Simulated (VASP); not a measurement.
Here is a VASP 6.6.1 calculation.

File POSCAR:

```
Si3N4
1.0
    0.0000000000      3.8651344803      3.8651344803
    3.8651344803      0.0000000000      3.8651344803
    3.8651344803      3.8651344803      0.0000000000
Si N
6 8
Direct
    0.1250000000      0.1250000000      0.6250000000
    0.1250000000      0.6250000000      0.1250000000
    0.6250000000      0.1250000000      0.1250000000
    0.1250000000      0.1250000000      0.1250000000
    0.7500000000      0.7500000000      0.7500000000
    0.5000000000      0.5000000000      0.5000000000
    0.3675711312      0.3675711312      0.3675711312
    0.3527133936      0.8824288688      0.8824288688
    0.8824288688      0.8824288688      0.3527133936
    0.8824288688      0.3527133936      0.8824288688
    0.3675711312      0.3675711312      0.8972866064
    0.3675711312      0.8972866064      0.3675711312
    0.8824288688      0.8824288688      0.8824288688
    0.8972866064      0.3675711312      0.3675711312
```

Contents of INCAR.step1:

```
SYSTEM = Si3N4
ALGO = Normal
EDIFF = 1E-4
ENCUT = 520
GGA = PE
ISMEAR = 0
LASPH = .TRUE.
LCHARG = .FALSE.
LREAL = .FALSE.
LWAVE = .TRUE.
NBANDS = 45
NELM = 100
PREC = Accurate
SIGMA = 0.02
```

INCAR.step2

```
SYSTEM = Si3N4
ALGO = Normal
EDIFF = 1E-7
ENCUT = 520
ISIF = 2
ISMEAR = 0
ISTART = 1
LASPH = .TRUE.
LCHARG = .FALSE.
LMIXTAU = .TRUE.
LREAL = .FALSE.
LWAVE = .FALSE.
METAGGA = R2SCAN
NBANDS = 45
NELM = 100
PREC = Accurate
SIGMA = 0.02
```

File KPOINTS:

```
k-points
0
G
  6 6 6
  0 0 0
```

Potentials or basis: VASP PAW PBE potentials, release 64 (Si, N).

Command:

```sh
$ cat potpaw_PBE.64/Si/POTCAR potpaw_PBE.64/N/POTCAR > POTCAR
$ cp INCAR.step1 INCAR
$ mpirun -np 1 vasp_std > vasp.out
$ cp INCAR.step2 INCAR
$ mpirun -np 1 vasp_std > vasp.out
```

(1) Predict the pressure.

(2) Estimate the largest force.

(3) Predict the band gap on the k mesh.

Results:

(1) 0.1 GPa.

(2) 0.022 eV/Å.

(3) 4.03 eV, indirect (least direct gap 4.05 eV).

Caveat: the PAW data sets were made with another functional, which shifts forces and pressure a little.
